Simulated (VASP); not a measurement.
# CdS (F-43m) in VASP: notebook

Runs on CdS. Level: PBE. Tasks: single point.

Everything below comes from runs of VASP 6.6.1. Logs are shortened: lines on timing, memory, paths and dates and some standing lists are left out, and cuts for length are marked.

**1. The cell of the first run**

Symmetry: F-43m, No. 216, cubic system. Conventional cell: a = 5.925 Å, b = 5.925 Å, c = 5.925 Å, α = 90.00°, β = 90.00°, γ = 90.00°. Within 3.4 Å of Cd (site symmetry -43m) lie 4 S at 2.57 Å. Within 3.4 Å of S (site symmetry -43m) lie 4 Cd at 2.57 Å.

**2. Single point, PBE (volume scaled by 1.02)**

File INCAR:

```
PREC = Accurate
ENCUT = 520
EDIFF = 1E-6
ISMEAR = -1
SIGMA = 0.02
LREAL = F
LASPH = T
NELM = 60
ALGO = Normal
ISIF = 2
LWAVE = F
LCHARG = T
GGA = PE
LELF = T
LVHAR = T
NBANDS = 16
```

File KPOINTS:

```
regular mesh
0
Gamma
  7 7 7
```

File POSCAR:

```
CdS
1.0
    0.0000000000      2.9624437910      2.9624437910
    2.9624437910      0.0000000000      2.9624437910
    2.9624437910      2.9624437910      0.0000000000
Cd S
1 1
Direct
    0.0000000000      0.0000000000      0.0000000000
    0.7500000000      0.7500000000      0.7500000000
```

Potentials or basis: VASP PAW PBE potentials, release 64 (Cd, S).

Command:

```sh
cat potpaw_PBE.64/Cd/POTCAR potpaw_PBE.64/S/POTCAR > POTCAR
mpirun -np 1 vasp_std > vasp.out
```

OUTCAR:

```text
PREC = Accurate
   ENCUT = 520
   EDIFF = 1E-6
   ISMEAR = -1
   LREAL = F
   LASPH = T
   NELM = 60
   ISIF = 2
   GGA = PE

 ion  position               nearest neighbor table
   1  0.000  0.000  0.000-   2 2.57   2 2.57   2 2.57   2 2.57
   2  0.750  0.750  0.750-   1 2.57   1 2.57   1 2.57   1 2.57

  LATTYP: Found a face centered cubic cell.
 ALAT       =     5.9248875820

  Lattice vectors:

 A1 = (   0.0000000000,   2.9624437910,   2.9624437910)
 A2 = (   2.9624437910,   0.0000000000,   2.9624437910)
 A3 = (   2.9624437910,   2.9624437910,   0.0000000000)

Analysis of symmetry for initial positions (statically):
=====================================================================
 Subroutine PRICEL returns:
 Original cell was already a primitive cell.

 Routine SETGRP: Setting up the symmetry group for a
 face centered cubic supercell.

 Subroutine GETGRP returns: Found 24 space group operations
 (whereof 24 operations were pure point group operations)
 out of a pool of 48 trial point group operations.

The static configuration has the point symmetry T_d .

Analysis of symmetry for dynamics (positions and initial velocities):
=====================================================================
 Subroutine PRICEL returns:
 Original cell was already a primitive cell.

 Routine SETGRP: Setting up the symmetry group for a
 face centered cubic supercell.

 Subroutine GETGRP returns: Found 24 space group operations
 (whereof 24 operations were pure point group operations)
 out of a pool of 48 trial point group operations.

The dynamic configuration has the point symmetry T_d .

 Subroutine INISYM returns: Found 24 space group operations
 (whereof 24 operations are pure point group operations),
 and found     1 'primitive' translations

----------------------------------------------------------------------------------------

                                     Primitive cell

  volume of cell :      51.9972

  direct lattice vectors                    reciprocal lattice vectors
     0.000000000  2.962443791  2.962443791    -0.168779574  0.168779574  0.168779574
     2.962443791  0.000000000  2.962443791     0.168779574 -0.168779574  0.168779574
     2.962443791  2.962443791  0.000000000     0.168779574  0.168779574 -0.168779574

  length of vectors
     4.189528187  4.189528187  4.189528187     0.292334797  0.292334797  0.292334797

  position of ions in fractional coordinates (direct lattice)
     0.000000000  0.000000000  0.000000000
     0.750000000  0.750000000  0.750000000

  ion indices of the primitive-cell ions
   primitive index   ion index
                 1           1
                 2           2

----------------------------------------------------------------------------------------

 KPOINTS: regular mesh

Automatic generation of k-mesh.
 Grid dimensions read from file:
 generate k-points for:    7    7    7

 Generating k-lattice:

  Cartesian coordinates                     Fractional coordinates (reciprocal lattice)
    -0.024111368  0.024111368  0.024111368     0.142857143  0.000000000  0.000000000
     0.024111368 -0.024111368  0.024111368     0.000000000  0.142857143  0.000000000
     0.024111368  0.024111368 -0.024111368     0.000000000  0.000000000  0.142857143

  Length of vectors
     0.041762114  0.041762114  0.041762114

  Shift w.r.t. Gamma in fractional coordinates (k-lattice)
     0.000000000  0.000000000  0.000000000

 Subroutine IBZKPT returns following result:
 ===========================================

 Found     20 irreducible k-points:

 Following reciprocal coordinates:
            Coordinates               Weight
  0.000000  0.000000  0.000000      1.000000
  0.142857  0.000000  0.000000      8.000000
  0.285714  0.000000  0.000000      8.000000
  0.428571  0.000000  0.000000      8.000000
  0.142857  0.142857  0.000000      6.000000
  0.285714  0.142857  0.000000     24.000000
[... 12 lines left out ...]
 -0.428571  0.428571  0.142857     24.000000
 -0.285714  0.428571  0.142857     24.000000
   k-points           NKPTS =     20   k-points in BZ     NKDIM =     20   number of bands    NBANDS=     16
   number of dos      NEDOS =    301   number of ions     NIONS =      2
   total plane-waves  NPLWV =  32768
   dimension x,y,z NGX =    32 NGY =   32 NGZ =   32
   dimension x,y,z NGXF=    64 NGYF=   64 NGZF=   64
   ions per type =               1   1
   NGX,Y,Z   is equivalent  to a cutoff of  12.70, 12.70, 12.70 a.u.
   NGXF,Y,Z  is equivalent  to a cutoff of  25.40, 25.40, 25.40 a.u.
 SYSTEM =  unknown system
   PREC   = accura    normal or accurate (medium, high low for compatibility)
   ISTART =      0    job   : 0-new  1-cont  2-samecut
   ICHARG =      2    charge: 1-file 2-atom 10-const
   ISPIN  =      1    spin polarized calculation?
   LNONCOLLINEAR =      F non collinear calculations
   LSORBIT =      F    spin-orbit coupling
   LASPH  =      T    aspherical Exc in radial PAW
   ENCUT  =  520.0 eV  38.22 Ry    6.18 a.u.   7.79  7.79  7.79*2*pi/ulx,y,z
   NELM   =     60;   NELMIN=  2; NELMDL= -5     # of ELM steps
   EDIFF  = 0.1E-05   stopping-criterion for ELM
   LREAL  =      F    real-space projection
   EDIFFG = 0.1E-04   stopping-criterion for IOM
   NSW    =      0    number of steps for IOM
   IBRION =     -1    ionic relax: 0-MD 1-quasi-New 2-CG
   NFREE  =      0    steps in history (QN), initial steepest desc. (CG)
   ISIF   =      2    stress and relaxation
   ISYM   =      2    0-nonsym 1-usesym 2-fastsym
   POTIM  = 0.5000    time-step for ionic-motion
   TEBEG  =    0.0;   TEEND  =   0.0 temperature during run
   PSTRESS=    0.0 pullay stress
   NELECT =      18.0000    total number of electrons
   NUPDOWN=      -1.0000    fix difference up-down
   EMIN   =  10.00;   EMAX   =-10.00  energy-range for DOS
   EFERMI =   0.00;   METHOD = LEGACY
   ISMEAR =    -1;   SIGMA  =   0.02  broadening in eV -4-tet -1-fermi 0-gaus
   EFERMI_NEDOS =   21; number of points for ismear=-14 and -15
   IALGO  =     38    algorithm
   IMIX   =      4    mixing-type and parameters
     AMIX     =   0.40;   BMIX     =  1.00
     AMIX_MAG =   1.60;   BMIX_MAG =  1.00
  volume/ion in A,a.u.               =      26.00       175.45
  Fermi-wavevector in a.u.,A,eV,Ry     =   1.149491  2.172223 17.977778  1.321329
  Thomas-Fermi vector in A             =   2.286160
   LORBIT       =      0    0 simple, 1 ext, 2 COOP (PROOUT), +10 PAW based schemes
   GGA     = PE    functional components
[... 5 lines left out ...]
 non-spin polarized calculation
  energy-cutoff  :      520.00
  volume of cell :       52.00
 maximum number of plane-waves:      1416
   NGX = 15   NGY = 15   NGZ = 15

 number of electron      18.0000002 magnetization

 Free energy of the ion-electron system (eV)
  ---------------------------------------------------
  ext. energy  EPLUGINS =         0.00000000
  ---------------------------------------------------
  free energy    TOTEN  =        -6.14658100 eV

  energy without entropy =       -6.14658100  energy(sigma->0) =       -6.14658100

 E-fermi :   1.3852     XC(G=0):  -8.9319

 val. band max:        0.9252192127   @ k =   0.0000   0.0000   0.0000
 cond. band min:       1.9700125756   @ k =   0.0000   0.0000   0.0000
 fundamental gap:      1.0447933629
 Fermi energy:         1.3851572885

 k-point     1 :       0.0000    0.0000    0.0000
  band No.  band energies     occupation
      1     -11.1680      2.00000
      2      -6.6464      2.00000
      3      -6.6464      2.00000
      4      -6.6464      2.00000
      5      -6.2282      2.00000
      6      -6.2282      2.00000
[... 8 lines left out ...]
     15      12.3318      0.00000
     16      12.3318      0.00000

 k-point     2 :       0.1429    0.0000    0.0000
  band No.  band energies     occupation
      1     -11.0961      2.00000
      2      -6.6211      2.00000
      3      -6.6211      2.00000
      4      -6.5779      2.00000
      5      -6.2289      2.00000
      6      -6.2289      2.00000
[... 8 lines left out ...]
     15      11.6652      0.00000
     16      12.7169      0.00000

 k-point     3 :       0.2857    0.0000    0.0000
  band No.  band energies     occupation
      1     -10.9337      2.00000
      2      -6.5720      2.00000
      3      -6.5720      2.00000
      4      -6.3360      2.00000
      5      -6.2202      2.00000
      6      -6.2202      2.00000
[... 8 lines left out ...]
     15      11.6521      0.00000
     16      11.9741      0.00000

 k-point     4 :       0.4286    0.0000    0.0000
  band No.  band energies     occupation
      1     -10.8041      2.00000
      2      -6.5435      2.00000
      3      -6.5435      2.00000
      4      -6.1994      2.00000
      5      -6.1994      2.00000
      6      -5.9691      2.00000
[... 8 lines left out ...]
     15      12.8921      0.00000
     16      12.8921      0.00000

 k-point     5 :       0.1429    0.1429    0.0000
  band No.  band energies     occupation
      1     -11.0723      2.00000
      2      -6.5960      2.00000
      3      -6.5960      2.00000
      4      -6.5889      2.00000
      5      -6.2451      2.00000
      6      -6.2140      2.00000
[... 8 lines left out ...]
     15      12.4696      0.00000
     16      13.5938      0.00000

 k-point     6 :       0.2857    0.1429    0.0000
  band No.  band energies     occupation
      1     -10.9407      2.00000
      2      -6.5634      2.00000
      3      -6.5411      2.00000
      4      -6.4224      2.00000
      5      -6.2362      2.00000
      6      -6.2003      2.00000
[... 8 lines left out ...]
     15      12.4588      0.00000
     16      13.5762      0.00000
[... 191 lines left out ...]
 k-point    17 :       0.4286    0.2857    0.1429
  band No.  band energies     occupation
      1     -10.8213      2.00000
      2      -6.5113      2.00000
      3      -6.4930      2.00000
      4      -6.3267      2.00000
      5      -6.2000      2.00000
      6      -6.1008      2.00000
[... 8 lines left out ...]
     15      13.3121      0.00000
     16      14.6667      0.00000

 k-point    18 :      -0.4286    0.2857    0.1429
  band No.  band energies     occupation
      1     -10.7274      2.00000
      2      -6.4903      2.00000
      3      -6.4601      2.00000
      4      -6.2691      2.00000
      5      -6.2017      2.00000
      6      -5.8231      2.00000
[... 8 lines left out ...]
     15      13.0774      0.00000
     16      14.2019      0.00000

 k-point    19 :      -0.4286    0.4286    0.1429
  band No.  band energies     occupation
      1     -10.6870      2.00000
      2      -6.4429      2.00000
      3      -6.4153      2.00000
      4      -6.3135      2.00000
      5      -6.1806      2.00000
      6      -5.7883      2.00000
[... 8 lines left out ...]
     15      13.7717      0.00000
     16      14.0849      0.00000

 k-point    20 :      -0.2857    0.4286    0.1429
  band No.  band energies     occupation
      1     -10.6774      2.00000
      2      -6.4579      2.00000
      3      -6.4180      2.00000
      4      -6.2709      2.00000
      5      -6.2110      2.00000
      6      -5.6928      2.00000
[... 8 lines left out ...]
     15      13.1095      0.00000
     16      14.7088      0.00000

------------------------ aborting loop because EDIFF is reached ----------------------------------------

  FORCE on cell =-STRESS in cart. coord.  units (eV):
  Direction    XX          YY          ZZ          XY          YZ          ZX
  --------------------------------------------------------------------------------------
  -------------------------------------------------------------------------------------
  Total        0.1083351      0.1083351      0.1083351      0.0000000     -0.0000000      0.0000000
  in kB        3.3381019      3.3381019      3.3381019      0.0000000     -0.0000000      0.0000000
  external PRESSURE =       3.3381019 kB  Pullay stress =       0.0000000 kB

 VOLUME and BASIS-vectors are now :
 -----------------------------------------------------------------------------
  energy-cutoff  :      520.00
  volume of cell :       52.00
      direct lattice vectors                 reciprocal lattice vectors
     0.000000000  2.962443791  2.962443791    -0.168779574  0.168779574  0.168779574
     2.962443791  0.000000000  2.962443791     0.168779574 -0.168779574  0.168779574
     2.962443791  2.962443791  0.000000000     0.168779574  0.168779574 -0.168779574

 POSITION                                       TOTAL-FORCE (eV/Angst)
 -----------------------------------------------------------------------------------
      0.00000      0.00000      0.00000        -0.000000     -0.000000      0.000000
      4.44367      4.44367      4.44367         0.000000      0.000000     -0.000000
 -----------------------------------------------------------------------------------
    total drift:                                0.000000      0.000000      0.000000

  FREE ENERGIE OF THE ION-ELECTRON SYSTEM (eV)
  ---------------------------------------------------
  free  energy   TOTEN  =        -6.1465810005 eV

  energy  without entropy=       -6.1465810005  energy(sigma->0) =       -6.14658100
```

It used 24 s of CPU time on 1 thread of Intel Xeon 6975P-C, with other jobs on the host.

Results:

```
Free energy            : -6.1466 eV
Pressure               : 0.3 GPa
Band gap on the k mesh : 1.04 eV, direct
```

Levels at points of the mesh, in eV from the valence-band top:
```tsv
k point	band 7	band 8	band 9	band 10	band 11	band 12
(0.00, 0.00, 0.00)	0.00	0.00	0.00	1.04	6.55	6.55
```

**3. Single point, PBE (volume scaled by 0.94)**

File INCAR:

```
SYSTEM = CdS
PREC     = Accurate       ! precision mode
ENCUT    = 520            ! plane-wave cutoff, eV
EDIFF    = 1E-6           ! SCF threshold, eV
ISMEAR   = -1             ! smearing method
SIGMA    = 0.02           ! smearing width, eV
LREAL    = .FALSE.        ! projectors in reciprocal space
LASPH    = .TRUE.         ! aspherical terms in the spheres
NELM     = 80             ! most SCF steps
ALGO     = Normal         ! electronic algorithm
ISIF     = 2              ! what is computed and relaxed
LWAVE    = .FALSE.        ! write WAVECAR
LCHARG   = .TRUE.         ! write CHGCAR
GGA      = PE             ! functional
LELF     = .TRUE.         ! ELF
LVHAR    = .TRUE.       
NBANDS   = 16             ! bands
```

File KPOINTS:

```
Automatic mesh
0
G
  7 7 7
  0 0 0
```

File POSCAR:

```
CdS
1.0
    0.0000000000      2.8828763328      2.8828763328
    2.8828763328      0.0000000000      2.8828763328
    2.8828763328      2.8828763328      0.0000000000
Cd S
1 1
Direct
    0.0000000000      0.0000000000      0.0000000000
    0.7500000000      0.7500000000      0.7500000000
```

Potentials or basis: VASP PAW PBE potentials, release 64 (Cd, S).

Command:

```sh
cat potpaw_PBE.64/Cd/POTCAR potpaw_PBE.64/S/POTCAR > POTCAR
mpirun -np 1 vasp_std > vasp.out
```

Run time: 18 s. Hardware: 1 thread of Intel Xeon 6975P-C, shared host; peak memory 0.17 GiB.

It converged, with:

* Free energy: -6.0735 eV
* Pressure: 5.8 GPa
* Band gap on the k mesh: 1.22 eV, direct

Levels at points of the mesh, in eV from the valence-band top:
```csv
k point,band 6,band 7,band 8,band 9,band 10,band 11,band 12,band 13
"(0.00, 0.00, 0.00)",-7.33,0.00,0.00,0.00,1.22,6.53,6.53,6.53
```
